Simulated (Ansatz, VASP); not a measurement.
One calculation of Ti, two programs

Contents of INCAR:

```
  PREC = Accurate
  ENCUT = 520
  EDIFF = 1E-6
  ISMEAR = 0
  SIGMA = 0.15
  LREAL = F
  LASPH = T
  NELM = 60
  ALGO = Fast
  ISIF = 2
  LWAVE = F
  LCHARG = F
  GGA = PE
  NBANDS = 12
```

KPOINTS

```
regular mesh
0
Gamma
  26 26 26
```

The input POSCAR:

```
Ti
1.0
   -1.5463651254      1.6277527636      1.6277527636
    1.5463651254     -1.6277527636      1.6277527636
    1.5463651254      1.6277527636     -1.6277527636
Ti
1
Direct
    0.0000000000      0.0000000000      0.0000000000
```

Input for Ansatz:

```yaml
crystal:
  lattice:
    - [-1.5463651254, 1.6277527636, 1.6277527636]
    - [1.5463651254, -1.6277527636, 1.6277527636]
    - [1.5463651254, 1.6277527636, -1.6277527636]
  atoms:
    - { symbol: Ti, position: [0.0, 0.0, 0.0] }
basis:
  ecutwfc: 420
kpoints:
  mp_grid: { grid: [26, 26, 26] }
hamiltonian:
  xc: pbe
scf:
  occupations: { method: gaussian, width: 0.15 }
output:
  forces: true
  stress: true
  eigenvalues: true
```

Change from the starting cell: strain -0.0500 x Voigt [1, 0, 0, 0, 0, 0], atoms carried along.

Alike in both runs: task single point; functional PBE; k mesh 26 × 26 × 26; occupations gaussian, width 0.15 eV; no spin polarisation.

```csv
,VASP,Ansatz
version,VASP 6.6.1,Ansatz 0.2.0
potentials or method,"VASP PAW PBE potentials, release 64 (Ti_sv), cutoff 520 eV","scalar-relativistic, plane waves, PAW"
valence electrons in the cell,12,12
```

Ansatz gave:

```
gap on the k mesh at the Fermi level (eV)                     : none
pressure (GPa)                                                : 6.1
traceless stress, the component that is largest in VASP (GPa) : -1.00
```

Q: Which values does VASP return?

A: gap on the k mesh at the Fermi level (eV): none; pressure (GPa): 5.7; traceless stress, the component that is largest in VASP (GPa): -1.01.

A gap of «none» marks a metal or a gap that the smearing closes.
